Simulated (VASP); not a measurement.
# CoO (P1) in VASP: single point with PBEsol

Aim: the single point of CoO with PBEsol.

Program: VASP 6.6.1. These are calculated values, not measurements. Logs are shortened: lines on timing, memory, paths and dates and some standing lists are left out, and cuts for length are marked.

### Step 1. The cell of the first run

The typed cell holds 2 atoms: a = 2.998 Å, b = 2.998 Å, c = 2.998 Å, α = 119.60°, β = 119.60°, γ = 90.69°.

### Step 2. Single point, PBEsol, collinear spin, ferromagnetic start

INCAR reads:

```
PREC = Accurate
ENCUT = 520
EDIFF = 1E-6
ISMEAR = -1
SIGMA = 0.1
LREAL = F
LASPH = T
NELM = 150
ALGO = Normal
ISIF = 2
LWAVE = F
LCHARG = F
ISPIN = 2
MAGMOM = 1.8 0
LORBIT = 11
LMAXMIX = 4
GGA = PS
NBANDS = 18
```

KPOINTS reads:

```
regular mesh
0
Gamma
  6 6 6
```

POSCAR reads:

```
CoO
1.0
   -1.5080000000      1.5080000000      2.1072480000
    1.5080000000     -1.5080000000      2.1072480000
    1.5080000000      1.5080000000     -2.1072480000
Co O
1 1
Direct
    0.0050314327     -0.0094650357      0.0108021697
    0.4833774134      0.4966810874     -0.0439632950
```

Potentials or basis: VASP PAW PBE potentials, release 64 (Co, O).

On the command line:

```bash
$ cat potpaw_PBE.64/Co/POTCAR potpaw_PBE.64/O/POTCAR > POTCAR
$ mpirun -np 1 vasp_std > vasp.out
```

OUTCAR:

```text
PREC = Accurate
   ENCUT = 520
   EDIFF = 1E-6
   ISMEAR = -1
   LREAL = F
   LASPH = T
   NELM = 150
   ISIF = 2
   ISPIN = 2
   LORBIT = 11
   GGA = PS

 ion  position               nearest neighbor table
   1  0.005  0.991  0.011-   2 2.02   2 2.03   2 2.08   2 2.19   2 2.20   2 2.25
   2  0.483  0.497  0.956-   1 2.02   1 2.03   1 2.08   1 2.19   1 2.20   1 2.25

  LATTYP: Found a body centered tetragonal cell.
 ALAT       =     3.0160000000
 C/A-ratio  =     1.3973793103

  Lattice vectors:

 A1 = (  -1.5080000000,   1.5080000000,   2.1072480000)
 A2 = (   1.5080000000,  -1.5080000000,   2.1072480000)
 A3 = (   1.5080000000,   1.5080000000,  -2.1072480000)

Analysis of symmetry for initial positions (statically):
=====================================================================
 Subroutine PRICEL returns:
 Original cell was already a primitive cell.

 Routine SETGRP: Setting up the symmetry group for a
 body centered tetragonal supercell.

 Subroutine GETGRP returns: Found  1 space group operations
 (whereof  1 operations were pure point group operations)
 out of a pool of 16 trial point group operations.

The static configuration has the point symmetry C_1 .

Analysis of symmetry for dynamics (positions and initial velocities):
=====================================================================
 Subroutine PRICEL returns:
 Original cell was already a primitive cell.

 Routine SETGRP: Setting up the symmetry group for a
 body centered tetragonal supercell.

 Subroutine GETGRP returns: Found  1 space group operations
 (whereof  1 operations were pure point group operations)
 out of a pool of 16 trial point group operations.

The dynamic configuration has the point symmetry C_1 .

Analysis of structural, dynamic, and magnetic symmetry:
=====================================================================
 Subroutine PRICEL returns:
 Original cell was already a primitive cell.

 Routine SETGRP: Setting up the symmetry group for a
 body centered tetragonal supercell.

 Subroutine GETGRP returns: Found  1 space group operations
 (whereof  1 operations were pure point group operations)
 out of a pool of 16 trial point group operations.

The overall configuration has the point symmetry C_1 .

 Subroutine INISYM returns: Found  1 space group operations
 (whereof  1 operations are pure point group operations),
[... 108 lines left out ...]
   NUPDOWN=      -1.0000    fix difference up-down
   EMIN   =  10.00;   EMAX   =-10.00  energy-range for DOS
   EFERMI =   0.00;   METHOD = LEGACY
   ISMEAR =    -1;   SIGMA  =   0.10  broadening in eV -4-tet -1-fermi 0-gaus
   EFERMI_NEDOS =   21; number of points for ismear=-14 and -15
   IALGO  =     38    algorithm
   IMIX   =      4    mixing-type and parameters
     AMIX     =   0.40;   BMIX     =  1.00
     AMIX_MAG =   1.60;   BMIX_MAG =  1.00
  volume/ion in A,a.u.               =       9.58        64.68
  Fermi-wavevector in a.u.,A,eV,Ry     =   1.508618  2.850874 30.965864  2.275927
  Thomas-Fermi vector in A             =   2.619048
   LORBIT       =     11    0 simple, 1 ext, 2 COOP (PROOUT), +10 PAW based schemes
   GGA     = PS    functional components
   LHFCALC =     F    Hartree Fock is set to
   AEXX    =    0.0000 exact exchange contribution
   IVDW    =     0    specifies the selected vdW correction
   LEPSILON=     F    determine dielectric tensor
   LRPA    =     F    only Hartree local field effects (RPA)
 spin polarized calculation
  energy-cutoff  :      520.00
  volume of cell :       19.17
 maximum number of plane-waves:       531
 NGX is ok and might be reduce to    24
   NGX = 11   NGY = 11   NGZ = 11

 number of electron      15.0000002 magnetization       2.8315196

 Free energy of the ion-electron system (eV)
  ---------------------------------------------------
  ext. energy  EPLUGINS =         0.00000000
  ---------------------------------------------------
  free energy    TOTEN  =       -14.01547840 eV

  energy without entropy =      -13.90639372  energy(sigma->0) =      -13.96093606

 E-fermi :   7.9436     XC(G=0): -12.6988

 val. band max:        7.9378484058   @ k =   0.1667   0.1667   0.1667
 cond. band min:       7.9444857041   @ k =  -0.1667   0.3333   0.1667
 fundamental gap:      0.0066372984
 Fermi energy:         7.9436347898

 spin component 1

 k-point     1 :       0.0000    0.0000    0.0000
  band No.  band energies     occupation
      1     -12.4119      1.00000
      2       3.8302      1.00000
      3       3.9371      1.00000
      4       4.0732      1.00000
      5       4.8150      1.00000
      6       4.8598      1.00000
[... 493 lines left out ...]
     17      36.0455      0.00000
     18      36.7875      0.00000

 [... further k-points ...]

 spin component 2

 k-point     1 :       0.0000    0.0000    0.0000
  band No.  band energies     occupation
      1     -11.9068      1.00000
      2       4.8853      1.00000
      3       4.9077      1.00000
      4       4.9857      1.00000
      5       6.8429      0.99998
      6       6.9720      0.99994
[... 493 lines left out ...]
     17      36.5163      0.00000
     18      37.2751      0.00000

 [... further k-points ...]
[... 5 lines left out ...]
  --------------------------------------------------------------------------------------
  -------------------------------------------------------------------------------------
  Total       -0.9915284     -1.0949995     -1.0300577      0.1817497      0.0879658      0.0329479
  in kB      -82.8776446    -91.5263546    -86.0981503     15.1916887      7.3526835      2.7539734
  external PRESSURE =     -86.8340498 kB  Pullay stress =       0.0000000 kB

 VOLUME and BASIS-vectors are now :
 -----------------------------------------------------------------------------
  energy-cutoff  :      520.00
  volume of cell :       19.17
      direct lattice vectors                 reciprocal lattice vectors
    -1.508000000  1.508000000  2.107248000     0.000000000  0.331564987  0.237276296
     1.508000000 -1.508000000  2.107248000     0.331564987  0.000000000  0.237276296
     1.508000000  1.508000000 -2.107248000     0.331564987  0.331564987  0.000000000

 POSITION                                       TOTAL-FORCE (eV/Angst)
 -----------------------------------------------------------------------------------
      1.50243     -1.46985      2.07514        -0.080381     -0.083335      0.109013
      1.46177      1.42164      0.05062         0.080381      0.083335     -0.109013
 -----------------------------------------------------------------------------------
    total drift:                                0.000271      0.000258     -0.000202

  FREE ENERGIE OF THE ION-ELECTRON SYSTEM (eV)
  ---------------------------------------------------
  free  energy   TOTEN  =       -14.0154784021 eV

  energy  without entropy=      -13.9063937230  energy(sigma->0) =      -13.96093606

 total charge

# of ion       s       p       d       tot
------------------------------------------
    1        0.306   0.376   7.169   7.852
    2        1.552   3.403   0.000   4.955
--------------------------------------------------
tot          1.858   3.779   7.169  12.806

 magnetization (x)

# of ion       s       p       d       tot
------------------------------------------
    1        0.019   0.021   2.444   2.484
    2        0.029   0.263   0.000   0.292
--------------------------------------------------
tot          0.047   0.284   2.444   2.776
```

It took 60 s on 1 thread of AMD EPYC 9R45 (Zen 5), shared host; peak memory 0.16 GiB.

Results:

```
Free energy                                           : -14.0155 eV
Pressure                                              : -8.7 GPa
Largest force                                         : 0.159 eV/Å
Net moment                                            : 2.83 μB per cell
Site moments                                          : Co +2.48; O +0.29 μB
Valence electrons inside the program's atomic spheres : Co 7.85; O 4.96
```

Forces in eV/Å, atoms in the order of the input:
```
Co  -0.080 -0.083  0.109
O    0.080  0.083 -0.109
```

Stress tensor (GPa, compression positive):
```
-8.29  1.52  0.28
 1.52 -9.15  0.74
 0.28  0.74 -8.61
```

Caveat: the k points lie up to 0.49 Å⁻¹ apart; the PAW data sets were made with another functional, which shifts forces and pressure a little; a cell with one magnetic atom can't hold antiferromagnetic order, which such compounds often take; semilocal functionals often make such compounds metallic where correlation or magnetic order opens a gap, which also shifts bond lengths. With open d or f shells a metallic result of PBEsol can be an artefact of self-interaction; +U or a hybrid may open a gap.
